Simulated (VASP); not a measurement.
Set up this calculation in VASP 6.6.1, as the native input.

- Task: single point
- Functional: PBE
- Potentials or basis: VASP PAW PBE potentials, release 64 (Gd)
- Cutoff: 520 eV
- k mesh: 12 × 12 × 6
- Occupations: fermi-dirac, width 0.05 eV
- Spin: collinear spin, ferromagnetic start
- Starting moments: [7.0, 7.0] μB
- Dipole correction: no
- Further INCAR settings: ALGO = Normal; EDIFF = 1e-07; NBANDS = 29

The structure of Gd lies in POSCAR:

```
Gd
1.0
    1.8236882691     -3.1587207391      0.0000000000
    1.8236882690      3.1587207392      0.0000000000
    0.0000000000      0.0000000000      5.8375174332
Gd
2
Direct
    0.6666666670      0.3333333330      0.2500000000
    0.3333333330      0.6666666670      0.7500000000
```

These files were run (other wordings do the same):

INCAR

```
  ALGO = Normal
  EDIFF = 1E-7
  ENCUT = 520
  GGA = PE
  ISIF = 2
  ISMEAR = -1
  ISPIN = 2
  LASPH = T
  LCHARG = T
  LELF = T
  LMAXMIX = 6
  LORBIT = 11
  LREAL = F
  LVHAR = T
  LWAVE = F
  MAGMOM = 7 7
  NBANDS = 29
  NELM = 150
  PREC = Accurate
  SIGMA = 0.05
```

KPOINTS

```
k-points
0
Gamma
  12 12 6
```

Potentials or basis: VASP PAW PBE potentials, release 64 (Gd).

Run with:

```bash
$ cat potpaw_PBE.64/Gd/POTCAR > POTCAR
$ mpirun -np 1 vasp_std > vasp.out
```

Results of the run:

```yaml
Pressure: 0.0 GPa
Net_moment: 15.33 μB per cell
Site_moments: Gd +7.00 μB
Valence_electrons_inside_the_program's_atomic_spheres: Gd 15.19
```

Wall time 10 min on 1 thread of Intel(R) Xeon(R) 6975P-C (Granite Rapids) (shared host), peak memory 0.4 GiB.
